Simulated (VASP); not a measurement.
# RbBr (Cmmm) in VASP: single point with HSE06

Aim: the single point of RbBr with HSE06.

Program: VASP 6.6.1. These are calculated values, not measurements. Logs are shortened: lines on timing, memory, paths and dates and some standing lists are left out, and cuts for length are marked.

## 1. The cell of the first run

It takes space group Cmmm (No. 65, orthorhombic). Conventional cell: a = 5.665 Å, b = 6.001 Å, c = 4.124 Å, α = 90.00°, β = 90.00°, γ = 90.00°. Rb (site symmetry mmm) has 8 Br at 3.50 to 3.64 Å and 6 Rb at 4.12 to 4.13 Å within 4.6 Å. Br (site symmetry mmm) has 8 Rb at 3.50 to 3.64 Å and 6 Br at 4.12 to 4.13 Å within 4.6 Å.

## 2. Single point, HSE06 (shear xy strain -5.8%)

POSCAR reads:

```
RbBr
1.0
    4.1242532581     -0.1187784938      0.0000000000
   -0.1187784938      4.1242532581      0.0000000000
    0.0000000000      0.0000000000      4.1242532581
Rb Br
1 1
Direct
    0.0000000000      0.0000000000      0.0000000000
    0.5000000000      0.5000000000      0.5000000000
```

INCAR.step1 reads:

```
PREC     = Accurate       # precision mode
ENCUT    = 520            # plane-wave cutoff, eV
EDIFF    = 1E-5           # SCF threshold, eV
ISMEAR   = 0              # smearing method
SIGMA    = 0.01           # smearing width, eV
LREAL    = False          # projectors in reciprocal space
LASPH    = True           # aspherical terms in the spheres
NELM     = 100            # most SCF steps
ALGO     = Normal         # electronic algorithm
ISIF     = 2              # what is computed and relaxed
LWAVE    = True           # write WAVECAR
GGA      = PE             # functional
NBANDS   = 15             # bands
```

INCAR.step2 reads:

```
PREC     = Accurate       # precision mode
ENCUT    = 520            # plane-wave cutoff, eV
EDIFF    = 1E-7           # SCF threshold, eV
ISMEAR   = 0              # smearing method
SIGMA    = 0.01           # smearing width, eV
LREAL    = False          # projectors in reciprocal space
LASPH    = True           # aspherical terms in the spheres
NELM     = 100            # most SCF steps
ALGO     = Normal         # electronic algorithm
ISIF     = 2              # what is computed and relaxed
LWAVE    = False          # write WAVECAR
LCHARG   = True           # write CHGCAR
GGA      = PE             # functional
LHFCALC  = True           # exact exchange
HFSCREEN = 0.2079         # screening, 1/A
PRECFOCK = Normal       
LELF     = True           # ELF
LVHAR    = True         
ISTART   = 1            
NBANDS   = 15             # bands
```

KPOINTS reads:

```
Automatic mesh
0
Gamma
  4 4 4
```

Potentials or basis: VASP PAW PBE potentials, release 64 (Rb_sv, Br).

Run with:

```sh
$ cat potpaw_PBE.64/Rb_sv/POTCAR potpaw_PBE.64/Br/POTCAR > POTCAR
$ cp INCAR.step1 INCAR
$ mpirun -np 1 vasp_std > vasp.out
$ cp INCAR.step2 INCAR
$ mpirun -np 1 vasp_std > vasp.out
```

OUTCAR:

```text
PREC = Accurate
   ENCUT = 520
   EDIFF = 1E-7
   ISMEAR = 0
   LREAL = False
   LASPH = True
   NELM = 100
   ISIF = 2
   GGA = PE
   LHFCALC = True
   HFSCREEN = 0.2079
   PRECFOCK = Normal
   ISTART = 1

 ion  position               nearest neighbor table
   1  0.000  0.000  0.000-   2 3.50   2 3.50   2 3.50   2 3.50   2 3.64   2 3.64   2 3.64   2 3.64

   2  0.500  0.500  0.500-   1 3.50   1 3.50   1 3.50   1 3.50   1 3.64   1 3.64   1 3.64   1 3.64

  LATTYP: Found a base centered orthorhombic cell.
 ALAT       =     5.6645967354
 B/A-ratio  =     1.0593080725
 C/A-ratio  =     0.7280753513

  Lattice vectors:

 A1 = (   4.1242532581,  -0.1187784938,   0.0000000000)
 A2 = (  -0.1187784938,   4.1242532581,   0.0000000000)
 A3 = (   0.0000000000,   0.0000000000,   4.1242532581)

Analysis of symmetry for initial positions (statically):
=====================================================================
 Subroutine PRICEL returns:
 Original cell was already a primitive cell.

 Routine SETGRP: Setting up the symmetry group for a
 base centered orthorhombic supercell.

 Subroutine GETGRP returns: Found  8 space group operations
 (whereof  8 operations were pure point group operations)
 out of a pool of  8 trial point group operations.

The static configuration has the point symmetry D_2h.

Analysis of symmetry for dynamics (positions and initial velocities):
=====================================================================
 Subroutine PRICEL returns:
 Original cell was already a primitive cell.

 Routine SETGRP: Setting up the symmetry group for a
 base centered orthorhombic supercell.

 Subroutine GETGRP returns: Found  8 space group operations
 (whereof  8 operations were pure point group operations)
 out of a pool of  8 trial point group operations.

The dynamic configuration has the point symmetry D_2h.

 Subroutine INISYM returns: Found  8 space group operations
 (whereof  8 operations are pure point group operations),
 and found     1 'primitive' translations

----------------------------------------------------------------------------------------

                                     Primitive cell

  volume of cell :      70.0932

  direct lattice vectors                    reciprocal lattice vectors
     4.124253258 -0.118778494  0.000000000     0.242669416  0.006988879  0.000000000
    -0.118778494  4.124253258  0.000000000     0.006988879  0.242669416  0.000000000
     0.000000000  0.000000000  4.124253258     0.000000000  0.000000000  0.242468136

  length of vectors
     4.125963314  4.125963314  4.124253258     0.242770035  0.242770035  0.242468136

  position of ions in fractional coordinates (direct lattice)
     0.000000000  0.000000000  0.000000000
     0.500000000  0.500000000  0.500000000

  ion indices of the primitive-cell ions
   primitive index   ion index
                 1           1
                 2           2

----------------------------------------------------------------------------------------

 KPOINTS: Automatic mesh

Automatic generation of k-mesh.
 Grid dimensions read from file:
 generate k-points for:    4    4    4

 Generating k-lattice:

  Cartesian coordinates                     Fractional coordinates (reciprocal lattice)
     0.060667354  0.001747220  0.000000000     0.250000000  0.000000000  0.000000000
     0.001747220  0.060667354  0.000000000     0.000000000  0.250000000  0.000000000
     0.000000000  0.000000000  0.060617034     0.000000000  0.000000000  0.250000000

  Length of vectors
     0.060692509  0.060692509  0.060617034

  Shift w.r.t. Gamma in fractional coordinates (k-lattice)
     0.000000000  0.000000000  0.000000000

 Subroutine IBZKPT returns following result:
 ===========================================

 Found     21 irreducible k-points:

 Following reciprocal coordinates:
            Coordinates               Weight
  0.000000  0.000000  0.000000      1.000000
  0.250000  0.000000  0.000000      4.000000
  0.500000  0.000000  0.000000      2.000000
  0.250000  0.250000  0.000000      2.000000
  0.500000  0.250000  0.000000      4.000000
 -0.250000  0.250000  0.000000      2.000000
[... 13 lines left out ...]
 -0.250000  0.250000  0.500000      2.000000
  0.500000  0.500000  0.500000      1.000000
   k-points           NKPTS =     21   k-points in BZ     NKDIM =     64   number of bands    NBANDS=     15
   number of dos      NEDOS =    301   number of ions     NIONS =      2
   total plane-waves  NPLWV =  32768
   dimension x,y,z NGX =    32 NGY =   32 NGZ =   32
   dimension x,y,z NGXF=    64 NGYF=   64 NGZF=   64
   ions per type =               1   1
   NGX,Y,Z   is equivalent  to a cutoff of  12.89, 12.89, 12.90 a.u.
   NGXF,Y,Z  is equivalent  to a cutoff of  25.79, 25.79, 25.80 a.u.
 SYSTEM =  unknown system
   PREC   = accura    normal or accurate (medium, high low for compatibility)
   ISTART =      1    job   : 0-new  1-cont  2-samecut
   ICHARG =      0    charge: 1-file 2-atom 10-const
   ISPIN  =      1    spin polarized calculation?
   LNONCOLLINEAR =      F non collinear calculations
   LSORBIT =      F    spin-orbit coupling
   LASPH  =      T    aspherical Exc in radial PAW
   ENCUT  =  520.0 eV  38.22 Ry    6.18 a.u.   7.67  7.67  7.67*2*pi/ulx,y,z
   NELM   =    100;   NELMIN=  2; NELMDL=  0     # of ELM steps
   EDIFF  = 0.1E-06   stopping-criterion for ELM
   LREAL  =      F    real-space projection
   EDIFFG = 0.1E-05   stopping-criterion for IOM
   NSW    =      0    number of steps for IOM
   IBRION =     -1    ionic relax: 0-MD 1-quasi-New 2-CG
   NFREE  =      0    steps in history (QN), initial steepest desc. (CG)
   ISIF   =      2    stress and relaxation
   ISYM   =      3    0-nonsym 1-usesym 2-fastsym
   POTIM  = 0.5000    time-step for ionic-motion
   TEBEG  =    0.0;   TEEND  =   0.0 temperature during run
   PSTRESS=    0.0 pullay stress
   NELECT =      16.0000    total number of electrons
   NUPDOWN=      -1.0000    fix difference up-down
   EMIN   =  10.00;   EMAX   =-10.00  energy-range for DOS
   EFERMI =   0.00;   METHOD = LEGACY
   ISMEAR =     0;   SIGMA  =   0.01  broadening in eV -4-tet -1-fermi 0-gaus
   EFERMI_NEDOS =   21; number of points for ismear=-14 and -15
   IALGO  =     38    algorithm
   IMIX   =      1    mixing-type and parameters
     AMIX     =   0.40;   BMIX     =  1.00
     AMIX_MAG =   1.60;   BMIX_MAG =  1.00
  volume/ion in A,a.u.               =      35.05       236.51
  Fermi-wavevector in a.u.,A,eV,Ry     =   1.000514  1.890696 13.619803  1.001027
  Thomas-Fermi vector in A             =   2.132875
   LORBIT       =      0    0 simple, 1 ext, 2 COOP (PROOUT), +10 PAW based schemes
   GGA     = PE    functional components
   LHFCALC =     T    Hartree Fock is set to
   PRECFOCK=normal    Normal, Fast or Accurate (Low or Medium for compatibility)
   ENCUT4O =  -1.0   cutoff for four orbital integrals eV
   NKREDX  =     1    reduce k-point grid by
   NKREDY  =     1    reduce k-point grid by
   NKREDZ  =     1    reduce k-point grid by
   AEXX    =    0.2500 exact exchange contribution
   HFSCREEN=    0.2079 screening length (either q_TF or 0.3 A-1)
   HFSCREENC=   0.2079 screening length for correlation (either q_TF or 0.3 A-1)
   ENCUTFOCK=  -1.0 apply spherical cutoff to Coloumb kernel
   IVDW    =     0    specifies the selected vdW correction
   LEPSILON=     F    determine dielectric tensor
   LRPA    =     F    only Hartree local field effects (RPA)
 non-spin polarized calculation
 Gauss-broadening in eV      SIGMA  =   0.01
  energy-cutoff  :      520.00
  volume of cell :       70.09
 maximum number of plane-waves:      1901
 NGX is ok and might be reduce to    32
  NGX = 24; NGY = 24; NGZ = 24

 number of electron      16.0000003 magnetization

 Free energy of the ion-electron system (eV)
  ---------------------------------------------------
  ext. energy  EPLUGINS =         0.00000000
  ---------------------------------------------------
  free energy    TOTEN  =        -6.96120673 eV

  energy without entropy =       -6.96120673  energy(sigma->0) =       -6.96120673

 E-fermi :  -1.3916     XC(G=0):  -6.6365

 val. band max:       -1.5012079793   @ k =   0.5000   0.0000   0.5000
 cond. band min:       3.7727319395   @ k =   0.0000   0.0000   0.0000
 fundamental gap:      5.2739399188
 Fermi energy:        -1.3915876492

 k-point     1 :       0.0000    0.0000    0.0000
  band No.  band energies     occupation
      1     -28.3180      2.00000
      2     -15.1815      2.00000
      3     -11.1458      2.00000
      4     -11.1352      2.00000
      5     -11.1273      2.00000
      6      -1.6829      2.00000
      7      -1.6650      2.00000
      8      -1.6422      2.00000
      9       3.7727      0.00000
     10       5.2576      0.00000
     11       5.2790      0.00000
     12       9.7131      0.00000
     13       9.8252      0.00000
     14      10.1140      0.00000
     15      12.6480      0.00000

 k-point     2 :       0.2500    0.0000    0.0000
  band No.  band energies     occupation
      1     -28.3067      2.00000
      2     -15.1765      2.00000
      3     -11.2039      2.00000
      4     -11.1088      2.00000
      5     -11.1080      2.00000
      6      -2.5968      2.00000
      7      -1.7027      2.00000
      8      -1.7011      2.00000
      9       5.0798      0.00000
     10       5.7587      0.00000
     11       6.5338      0.00000
     12       9.5924      0.00000
     13       9.6839      0.00000
     14      10.2717      0.00000
     15      10.4270      0.00000

 k-point     3 :       0.5000    0.0000    0.0000
  band No.  band energies     occupation
      1     -28.2954      2.00000
      2     -15.1742      2.00000
      3     -11.2623      2.00000
      4     -11.0821      2.00000
      5     -11.0760      2.00000
      6      -3.3121      2.00000
      7      -1.7425      2.00000
      8      -1.7424      2.00000
      9       6.6929      0.00000
     10       6.8195      0.00000
     11       7.4610      0.00000
     12       8.4260      0.00000
     13       9.8280      0.00000
     14       9.8864      0.00000
     15      10.8120      0.00000
[... 289 lines left out ...]
 k-point    20 :      -0.2500    0.2500    0.5000
  band No.  band energies     occupation
      1     -28.2752      2.00000
      2     -15.0028      2.00000
      3     -11.3559      2.00000
      4     -11.2616      2.00000
      5     -11.2169      2.00000
      6      -2.9228      2.00000
      7      -2.4211      2.00000
      8      -2.1335      2.00000
      9       6.4032      0.00000
     10       7.1022      0.00000
     11       7.3398      0.00000
     12       8.7977      0.00000
     13       9.1212      0.00000
     14       9.5255      0.00000
     15      12.0410      0.00000

 k-point    21 :       0.5000    0.5000    0.5000
  band No.  band energies     occupation
      1     -28.2553      2.00000
      2     -14.8514      2.00000
      3     -11.3822      2.00000
      4     -11.3583      2.00000
      5     -11.3448      2.00000
      6      -2.9307      2.00000
      7      -2.9267      2.00000
      8      -2.9136      2.00000
      9       7.6858      0.00000
     10       7.9723      0.00000
     11       8.2583      0.00000
     12       9.0509      0.00000
     13       9.3254      0.00000
     14       9.6276      0.00000
     15      12.2791      0.00000

------------------------ aborting loop because EDIFF is reached ----------------------------------------

  FORCE on cell =-STRESS in cart. coord.  units (eV):
  Direction    XX          YY          ZZ          XY          YZ          ZX
  --------------------------------------------------------------------------------------
  -------------------------------------------------------------------------------------
  Total        0.2555859      0.2555859      0.2624937      0.1660313      0.0000000      0.0000000
  in kB        5.8421380      5.8421380      6.0000359      3.7951156      0.0000000      0.0000000
  external PRESSURE =       5.8947706 kB  Pullay stress =       0.0000000 kB

 VOLUME and BASIS-vectors are now :
 -----------------------------------------------------------------------------
  energy-cutoff  :      520.00
  volume of cell :       70.09
      direct lattice vectors                 reciprocal lattice vectors
     4.124253258 -0.118778494  0.000000000     0.242669416  0.006988879  0.000000000
    -0.118778494  4.124253258  0.000000000     0.006988879  0.242669416  0.000000000
     0.000000000  0.000000000  4.124253258     0.000000000  0.000000000  0.242468136

 POSITION                                       TOTAL-FORCE (eV/Angst)
 -----------------------------------------------------------------------------------
      0.00000      0.00000      0.00000         0.000000      0.000000      0.000000
      2.00274      2.00274      2.06213        -0.000000      0.000000      0.000000
 -----------------------------------------------------------------------------------
    total drift:                                0.000000      0.000000      0.000000

  FREE ENERGIE OF THE ION-ELECTRON SYSTEM (eV)
  ---------------------------------------------------
  free  energy   TOTEN  =        -6.9612067305 eV

  energy  without entropy=       -6.9612067305  energy(sigma->0) =       -6.96120673
```

Run time: 14 min. Hardware: 1 thread of Intel Xeon Platinum 8259CL at 2.50GHz (Skylake/Cascade Lake), shared host; peak memory 0.31 GiB.

What came out:

```
Free energy            : -6.9612 eV
Pressure               : 0.6 GPa
Band gap on the k mesh : 5.27 eV (least direct gap 5.41 eV)
```

Stress tensor (GPa, compression positive):
```
0.58 0.38 0.00
0.38 0.58 0.00
0.00 0.00 0.60
```

Levels at points of the mesh, in eV from the valence-band top:
| k point | band 4 | band 5 | band 6 | band 7 | band 8 | band 9 | band 10 | band 11 | band 12 | band 13 |
| --- | --- | --- | --- | --- | --- | --- | --- | --- | --- | --- |
| (0.00, 0.00, 0.00) | -9.63 | -9.63 | -0.18 | -0.16 | -0.14 | 5.27 | 6.76 | 6.78 | 11.21 | 11.33 |
| (0.50, 0.00, 0.00) | -9.58 | -9.57 | -1.81 | -0.24 | -0.24 | 8.19 | 8.32 | 8.96 | 9.93 | 11.33 |
| (0.50, 0.50, 0.00) | -9.95 | -9.55 | -1.19 | -1.07 | 0.00 | 6.50 | 7.48 | 9.26 | 9.33 | 11.96 |
| (0.00, 0.00, 0.50) | -9.58 | -9.58 | -1.81 | -0.33 | -0.14 | 8.19 | 8.33 | 8.94 | 9.95 | 11.03 |
| (0.50, 0.00, 0.50) | -9.96 | -9.55 | -1.13 | -1.13 | 0.00 | 6.50 | 7.46 | 9.32 | 9.33 | 12.17 |
| (0.50, 0.50, 0.50) | -9.86 | -9.84 | -1.43 | -1.43 | -1.41 | 9.19 | 9.47 | 9.76 | 10.55 | 10.83 |

Caveat: the cell differs from its parent crystal (shear xy strain -5.8%); the PAW data sets were made with another functional, which shifts forces and pressure a little.
